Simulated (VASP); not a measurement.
# Se (P3_221) in VASP: single point with PBE

Aim: the single point of Se with PBE.

Everything below comes from runs of VASP 6.6.1. Logs are shortened: lines on timing, memory, paths and dates and some standing lists are left out, and cuts for length are marked.

**1. The cell of the first run**

The structure is trigonal, space group P3_221 (No. 154). The conventional cell has a = 4.412 Å, b = 4.412 Å, c = 5.015 Å, α = 90.00°, β = 90.00°, γ = 120.00°. Within 3.1 Å of Se (site symmetry 2) lie 2 Se at 2.35 Å.

**2. Single point, PBE (28.18 Å³/atom)**

The input, INCAR:

```
ALGO     = Normal         # electronic algorithm
EDIFF    = 1E-7           # SCF threshold, eV
ENCUT    = 520            # plane-wave cutoff, eV
GGA      = PE             # functional
ISIF     = 2              # what is computed and relaxed
ISMEAR   = -1             # smearing method
LASPH    = True           # aspherical terms in the spheres
LCHARG   = False          # write CHGCAR
LREAL    = False          # projectors in reciprocal space
LWAVE    = False          # write WAVECAR
NBANDS   = 16             # bands
NELM     = 80             # most SCF steps
PREC     = Accurate       # precision mode
SIGMA    = 0.03           # smearing width, eV
```

The input, KPOINTS:

```
k-points
0
Gamma
  8 8 6
```

The input, POSCAR:

```
Se
1.0
    4.4124811141      0.0000000000      0.0000000000
   -2.2062405570      3.8213207385      0.0000000000
    0.0000000000      0.0000000000      5.0145818112
Se
3
Direct
    0.2170000000      0.0000000000      0.1666666667
    0.0000000000      0.2170000000      0.8333333333
    0.7830000000      0.7830000000      0.5000000000
```

Potentials or basis: VASP PAW PBE potentials, release 64 (Se).

Run with:

```
$ cat potpaw_PBE.64/Se/POTCAR > POTCAR
$ mpirun -np 1 vasp_std > vasp.out
```

OUTCAR:

```text
EDIFF = 1E-7
   ENCUT = 520
   GGA = PE
   ISIF = 2
   ISMEAR = -1
   LASPH = True
   LREAL = False
   NELM = 80
   PREC = Accurate

 ion  position               nearest neighbor table
   1  0.217  0.000  0.167-   3 2.35   2 2.35
   2  0.000  0.217  0.833-   3 2.35   1 2.35
   3  0.783  0.783  0.500-   2 2.35   1 2.35

  LATTYP: Found a hexagonal cell.
 ALAT       =     4.4124811141
 C/A-ratio  =     1.1364539998

  Lattice vectors:

 A1 = (   4.4124811141,   0.0000000000,   0.0000000000)
 A2 = (  -2.2062405570,   3.8213207385,   0.0000000000)
 A3 = (   0.0000000000,   0.0000000000,   5.0145818112)

Analysis of symmetry for initial positions (statically):
=====================================================================
 Subroutine PRICEL returns:
 Original cell was already a primitive cell.

 Routine SETGRP: Setting up the symmetry group for a
 hexagonal supercell.

 Subroutine GETGRP returns: Found  6 space group operations
 (whereof  2 operations were pure point group operations)
 out of a pool of 24 trial point group operations.

The static configuration has the point symmetry C_2 .
 The point group associated with its full space group is D_3 .

Analysis of symmetry for dynamics (positions and initial velocities):
=====================================================================
 Subroutine PRICEL returns:
 Original cell was already a primitive cell.

 Routine SETGRP: Setting up the symmetry group for a
 hexagonal supercell.

 Subroutine GETGRP returns: Found  6 space group operations
 (whereof  2 operations were pure point group operations)
 out of a pool of 24 trial point group operations.

The dynamic configuration has the point symmetry C_2 .
 The point group associated with its full space group is D_3 .

 Subroutine INISYM returns: Found  6 space group operations
 (whereof  2 operations are pure point group operations),
 and found     1 'primitive' translations

----------------------------------------------------------------------------------------

                                     Primitive cell

  volume of cell :      84.5534

  direct lattice vectors                    reciprocal lattice vectors
     4.412481114  0.000000000  0.000000000     0.226629865  0.130844814  0.000000000
    -2.206240557  3.821320738  0.000000000     0.000000000  0.261689627  0.000000000
     0.000000000  0.000000000  5.014581811     0.000000000  0.000000000  0.199418424

  length of vectors
     4.412481114  4.412481114  5.014581811     0.261689627  0.261689627  0.199418424

  position of ions in fractional coordinates (direct lattice)
     0.217000000  0.000000000  0.166666667
     1.000000000  0.217000000  0.833333333
     0.783000000  0.783000000  0.500000000

  ion indices of the primitive-cell ions
   primitive index   ion index
                 1           1
                 2           2
                 3           3

----------------------------------------------------------------------------------------

 KPOINTS: k-points

Automatic generation of k-mesh.
 Grid dimensions read from file:
 generate k-points for:    8    8    6

 Generating k-lattice:

  Cartesian coordinates                     Fractional coordinates (reciprocal lattice)
     0.028328733  0.016355602  0.000000000     0.125000000 -0.000000000  0.000000000
     0.000000000  0.032711203  0.000000000     0.000000000  0.125000000  0.000000000
     0.000000000  0.000000000  0.033236404     0.000000000  0.000000000  0.166666667

  Length of vectors
     0.032711203  0.032711203  0.033236404

  Shift w.r.t. Gamma in fractional coordinates (k-lattice)
     0.000000000  0.000000000  0.000000000

 Subroutine IBZKPT returns following result:
 ===========================================

 Found     50 irreducible k-points:

 Following reciprocal coordinates:
            Coordinates               Weight
  0.000000  0.000000  0.000000      1.000000
  0.125000 -0.000000  0.000000      6.000000
  0.250000 -0.000000  0.000000      6.000000
  0.375000 -0.000000  0.000000      6.000000
  0.500000 -0.000000  0.000000      3.000000
  0.125000  0.125000  0.000000      6.000000
[... 16 lines left out ...]
 -0.125000  0.500000  0.166667     12.000000
  0.250000  0.250000  0.166667     12.000000
 [... further k-points ...]
   k-points           NKPTS =     50   k-points in BZ     NKDIM =     50   number of bands    NBANDS=     16
   number of dos      NEDOS =    301   number of ions     NIONS =      3
   total plane-waves  NPLWV =  51840
   dimension x,y,z NGX =    36 NGY =   36 NGZ =   40
   dimension x,y,z NGXF=    72 NGYF=   72 NGZF=   80
   ions per type =               3
   NGX,Y,Z   is equivalent  to a cutoff of  13.56, 13.56, 13.26 a.u.
   NGXF,Y,Z  is equivalent  to a cutoff of  27.13, 27.13, 26.52 a.u.
 SYSTEM =  unknown system
   PREC   = accura    normal or accurate (medium, high low for compatibility)
   ISTART =      0    job   : 0-new  1-cont  2-samecut
   ICHARG =      2    charge: 1-file 2-atom 10-const
   ISPIN  =      1    spin polarized calculation?
   LNONCOLLINEAR =      F non collinear calculations
   LSORBIT =      F    spin-orbit coupling
   LASPH  =      T    aspherical Exc in radial PAW
   ENCUT  =  520.0 eV  38.22 Ry    6.18 a.u.   8.20  8.20  9.32*2*pi/ulx,y,z
   NELM   =     80;   NELMIN=  2; NELMDL= -5     # of ELM steps
   EDIFF  = 0.1E-06   stopping-criterion for ELM
   LREAL  =      F    real-space projection
   EDIFFG = 0.1E-05   stopping-criterion for IOM
   NSW    =      0    number of steps for IOM
   IBRION =     -1    ionic relax: 0-MD 1-quasi-New 2-CG
   NFREE  =      0    steps in history (QN), initial steepest desc. (CG)
   ISIF   =      2    stress and relaxation
   ISYM   =      2    0-nonsym 1-usesym 2-fastsym
   POTIM  = 0.5000    time-step for ionic-motion
   TEBEG  =    0.0;   TEEND  =   0.0 temperature during run
   PSTRESS=    0.0 pullay stress
   NELECT =      18.0000    total number of electrons
   NUPDOWN=      -1.0000    fix difference up-down
   EMIN   =  10.00;   EMAX   =-10.00  energy-range for DOS
   EFERMI =   0.00;   METHOD = LEGACY
   ISMEAR =    -1;   SIGMA  =   0.03  broadening in eV -4-tet -1-fermi 0-gaus
   EFERMI_NEDOS =   21; number of points for ismear=-14 and -15
   IALGO  =     38    algorithm
   IMIX   =      4    mixing-type and parameters
     AMIX     =   0.40;   BMIX     =  1.00
     AMIX_MAG =   1.60;   BMIX_MAG =  1.00
  volume/ion in A,a.u.               =      28.18       190.20
  Fermi-wavevector in a.u.,A,eV,Ry     =   0.977512  1.847229 13.000764  0.955529
  Thomas-Fermi vector in A             =   2.108215
   LORBIT       =      0    0 simple, 1 ext, 2 COOP (PROOUT), +10 PAW based schemes
   GGA     = PE    functional components
   LHFCALC =     F    Hartree Fock is set to
   AEXX    =    0.0000 exact exchange contribution
   IVDW    =     0    specifies the selected vdW correction
   LEPSILON=     F    determine dielectric tensor
   LRPA    =     F    only Hartree local field effects (RPA)
 non-spin polarized calculation
  energy-cutoff  :      520.00
  volume of cell :       84.55
 maximum number of plane-waves:      2294
 NGX is ok and might be reduce to    36
   NGX = 17   NGY = 17   NGZ = 19

 number of electron      18.0000000 magnetization

 Free energy of the ion-electron system (eV)
  ---------------------------------------------------
  ext. energy  EPLUGINS =         0.00000000
  ---------------------------------------------------
  free energy    TOTEN  =       -10.45972508 eV

  energy without entropy =      -10.45972508  energy(sigma->0) =      -10.45972508

 E-fermi :   2.8863     XC(G=0):  -8.6626

 val. band max:        2.3611989935   @ k =   0.5000  -0.0000   0.5000
 cond. band min:       3.4229266231   @ k =   0.3750   0.2500   0.5000
 fundamental gap:      1.0617276296
 Fermi energy:         2.8862520699

 k-point     1 :       0.0000    0.0000    0.0000
  band No.  band energies     occupation
      1     -13.4574      2.00000
      2      -9.3639      2.00000
      3      -9.3639      2.00000
      4      -1.5157      2.00000
      5      -1.5157      2.00000
      6      -1.2378      2.00000
[... 8 lines left out ...]
     15       8.8499      0.00000
     16      10.7516      0.00000

 k-point     2 :       0.1250   -0.0000    0.0000
  band No.  band energies     occupation
      1     -13.4056      2.00000
      2      -9.4096      2.00000
      3      -9.3573      2.00000
      4      -1.9292      2.00000
      5      -1.6872      2.00000
      6      -1.1012      2.00000
[... 8 lines left out ...]
     15       9.3259      0.00000
     16      10.6909      0.00000

 k-point     3 :       0.2500   -0.0000    0.0000
  band No.  band energies     occupation
      1     -13.2720      2.00000
      2      -9.5366      2.00000
      3      -9.3411      2.00000
      4      -2.4239      2.00000
      5      -1.9803      2.00000
      6      -1.0793      2.00000
[... 8 lines left out ...]
     15      10.2710      0.00000
     16      11.0796      0.00000

 k-point     4 :       0.3750   -0.0000    0.0000
  band No.  band energies     occupation
      1     -13.1236      2.00000
      2      -9.6900      2.00000
      3      -9.3244      2.00000
      4      -2.6948      2.00000
      5      -2.2060      2.00000
      6      -1.0362      2.00000
[... 8 lines left out ...]
     15      11.2141      0.00000
     16      11.9855      0.00000

 k-point     5 :       0.5000   -0.0000    0.0000
  band No.  band energies     occupation
      1     -13.0567      2.00000
      2      -9.7623      2.00000
      3      -9.3174      2.00000
      4      -2.7660      2.00000
      5      -2.2913      2.00000
      6      -0.9140      2.00000
[... 8 lines left out ...]
     15      11.9999      0.00000
     16      12.0705      0.00000

 k-point     6 :       0.1250    0.1250    0.0000
  band No.  band energies     occupation
      1     -13.3126      2.00000
      2      -9.4867      2.00000
      3      -9.3563      2.00000
      4      -2.2707      2.00000
      5      -1.9834      2.00000
      6      -1.0098      2.00000
[... 8 lines left out ...]
     15       9.9287      0.00000
     16      10.7115      0.00000
[... 267 lines left out ...]
 k-point    21 :      -0.1250    0.3750    0.1667
  band No.  band energies     occupation
      1     -13.0460      2.00000
      2     -10.4197      2.00000
      3      -8.6376      2.00000
      4      -2.6133      2.00000
      5      -2.3150      2.00000
      6      -0.8733      2.00000
[... 8 lines left out ...]
     15      10.3860      0.00000
     16      11.3553      0.00000

 k-point    22 :       0.3750    0.1250    0.1667
  band No.  band energies     occupation
      1     -12.9364      2.00000
      2     -10.4281      2.00000
      3      -8.7402      2.00000
      4      -2.7518      2.00000
      5      -2.6100      2.00000
      6      -1.0249      2.00000
[... 8 lines left out ...]
     15      11.3314      0.00000
     16      12.0890      0.00000

 k-point    23 :      -0.1250    0.5000    0.1667
  band No.  band energies     occupation
      1     -12.9372      2.00000
      2     -10.4182      2.00000
      3      -8.7583      2.00000
      4      -2.7248      2.00000
      5      -2.5617      2.00000
      6      -0.9254      2.00000
[... 8 lines left out ...]
     15      10.9786      0.00000
     16      11.7888      0.00000

 k-point    24 :       0.2500    0.2500    0.1667
  band No.  band energies     occupation
      1     -12.9381      2.00000
      2     -10.4166      2.00000
      3      -8.7552      2.00000
      4      -2.7747      2.00000
      5      -2.5516      2.00000
      6      -0.8820      2.00000
[... 8 lines left out ...]
     15      10.9980      0.00000
     16      11.8920      0.00000

 [... further k-points ...]

------------------------ aborting loop because EDIFF is reached ----------------------------------------

  FORCE on cell =-STRESS in cart. coord.  units (eV):
  Direction    XX          YY          ZZ          XY          YZ          ZX
  --------------------------------------------------------------------------------------
  -------------------------------------------------------------------------------------
  Total        1.4307186      1.4307186      2.0957367      0.0000000      0.0000000     -0.0000000
  in kB       27.1102635     27.1102635     39.7114940      0.0000000      0.0000000     -0.0000000
  external PRESSURE =      31.3106737 kB  Pullay stress =       0.0000000 kB

 VOLUME and BASIS-vectors are now :
 -----------------------------------------------------------------------------
  energy-cutoff  :      520.00
  volume of cell :       84.55
      direct lattice vectors                 reciprocal lattice vectors
     4.412481114  0.000000000  0.000000000     0.226629865  0.130844814  0.000000000
    -2.206240557  3.821320738  0.000000000     0.000000000  0.261689627  0.000000000
     0.000000000  0.000000000  5.014581811     0.000000000  0.000000000  0.199418424

 POSITION                                       TOTAL-FORCE (eV/Angst)
 -----------------------------------------------------------------------------------
      0.95751      0.00000      0.83576         0.717486     -0.000000     -0.000000
     -0.47875      0.82923      4.17882        -0.358743      0.621361      0.000000
      1.72749      2.99209      2.50729        -0.358743     -0.621361      0.000000
 -----------------------------------------------------------------------------------
    total drift:                                0.000001      0.000001      0.000000

  FREE ENERGIE OF THE ION-ELECTRON SYSTEM (eV)
  ---------------------------------------------------
  free  energy   TOTEN  =       -10.4597250807 eV

  energy  without entropy=      -10.4597250801  energy(sigma->0) =      -10.45972508
```

It took 51 s on 1 thread of Intel Xeon 6975P-C, shared host; peak memory 0.24 GiB.

What came out:

```
Free energy            : -10.4597 eV
Pressure               : 3.1 GPa
Largest force          : 0.717 eV/Å
Band gap on the k mesh : 1.06 eV (least direct gap 1.13 eV)
```

Forces on the atoms (eV/Å):
```
Se   0.717  0.000  0.000
Se  -0.359  0.621  0.000
Se  -0.359 -0.621  0.000
```

Stress tensor (GPa, compression positive):
```
2.71 0.00 0.00
0.00 2.71 0.00
0.00 0.00 3.97
```

Caveat: the cell stands under pressure. A k mesh can miss the band edges.
